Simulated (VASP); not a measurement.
Set up this calculation in VASP 6.6.1, as the native input.

| Item | Value |
| --- | --- |
| Task | electric field gradients |
| Functional | r2SCAN |
| Potentials or basis | VASP PAW PBE potentials, release 64 (Zr_sv) |
| Cutoff | 520 eV |
| k mesh | 16 × 16 × 16 |
| Occupations | fermi-dirac, width 0.03 eV |
| Spin | no spin polarisation |
| Dipole correction | no |
| Further INCAR settings | ALGO = Normal; EDIFF = 1e-08; NBANDS = 12 |

Crystal: Zr.

```
Zr
1.0
    -1.81000    1.81000    1.81000
     1.81000   -1.81000    1.81000
     1.81000    1.81000   -1.81000
Zr
1
Direct
  0.00000 0.00000 0.00000
```

This isn't the form of Zr at room conditions, which is hcp.

One way to write it, as run:

POSCAR

```
Zr
1.0
   -1.8100000000      1.8100000000      1.8100000000
    1.8100000000     -1.8100000000      1.8100000000
    1.8100000000      1.8100000000     -1.8100000000
Zr
1
Direct
    0.0000000000      0.0000000000      0.0000000000
```

INCAR.step1

```
SYSTEM = Zr
PREC     = Accurate       ! precision mode
ENCUT    = 520            ! plane-wave cutoff, eV
ISMEAR   = -1             ! smearing method
SIGMA    = 0.03           ! smearing width, eV
LREAL    = .FALSE.        ! projectors in reciprocal space
LASPH    = .TRUE.         ! aspherical terms in the spheres
NELM     = 80             ! most SCF steps
NBANDS   = 12             ! bands
GGA      = PE             ! functional
ALGO     = Normal         ! electronic algorithm
EDIFF    = 1E-4           ! SCF threshold, eV
LWAVE    = .TRUE.         ! write WAVECAR
LCHARG   = .FALSE.        ! write CHGCAR
```

INCAR.step2

```
SYSTEM = Zr
PREC     = Accurate       ! precision mode
ENCUT    = 520            ! plane-wave cutoff, eV
EDIFF    = 1E-8           ! SCF threshold, eV
ISMEAR   = -1             ! smearing method
SIGMA    = 0.03           ! smearing width, eV
LREAL    = .FALSE.        ! projectors in reciprocal space
LASPH    = .TRUE.         ! aspherical terms in the spheres
NELM     = 80             ! most SCF steps
ALGO     = Normal         ! electronic algorithm
ISIF     = 2              ! what is computed and relaxed
LWAVE    = .FALSE.        ! write WAVECAR
LCHARG   = .FALSE.        ! write CHGCAR
METAGGA  = R2SCAN         ! meta-GGA
LMIXTAU  = .TRUE.       
LEFG     = .TRUE.       
NBANDS   = 12             ! bands
ISTART   = 1
```

KPOINTS

```
regular mesh
0
G
  16 16 16
  0 0 0
```

Potentials or basis: VASP PAW PBE potentials, release 64 (Zr_sv).

Command:

```bash
$ cat potpaw_PBE.64/Zr_sv/POTCAR > POTCAR
$ cp INCAR.step1 INCAR
$ mpirun -np 1 vasp_std > vasp.out
$ cp INCAR.step2 INCAR
$ mpirun -np 1 vasp_std > vasp.out
```

It gave:

```
Pressure                                : -2.7 GPa
Band gap on the k mesh                  : zero (bands 6 and 7 overlap by 2.03 eV)
Largest electric field gradient by atom : zero within the noise of the run
```

Caveat: the PAW data sets were made with another functional, which shifts forces and pressure a little.

It took 2.6 min on 1 thread of Intel Xeon 8259CL (shared host), peak memory 0.17 GiB.
